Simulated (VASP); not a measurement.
A run of VASP 6.6.1 is set up as follows.

INCAR

```
SYSTEM = Pt
  ALGO = Normal
  EDIFF = 1E-7
  ENCUT = 520
  GGA = PE
  ISIF = 2
  ISMEAR = 0
  LASPH = .True.
  LCHARG = .False.
  LREAL = .False.
  LWAVE = .False.
  NBANDS = 11
  NELM = 60
  PREC = Accurate
  SIGMA = 0.1
```

KPOINTS

```
k-points
0
Gamma
  18 18 18
  0 0 0
```

Contents of POSCAR:

```
Pt
1.0
    0.0000000000      1.9851153597      1.9851153597
    1.9851153597      0.0000000000      1.9851153597
    1.9851153597      1.9851153597      0.0000000000
Pt
1
Direct
    0.0000000000      0.0000000000      0.0000000000
```

Potentials or basis: VASP PAW PBE potentials, release 64 (Pt).

Launch:

```console
$ cat potpaw_PBE.64/Pt/POTCAR > POTCAR
$ mpirun -np 1 vasp_std > vasp.out
```

**Question.** What does it give for the band gap on the k mesh?

**Answer.** Zero (band 5 reaches 11.03 eV, above the bottom of band 6 at 8.94 eV).

**Question.** What does it give for the pressure?

**Answer.** -0.5 GPa.

Caveat: spin-orbit coupling is left out, which moves the levels of the heavy elements.
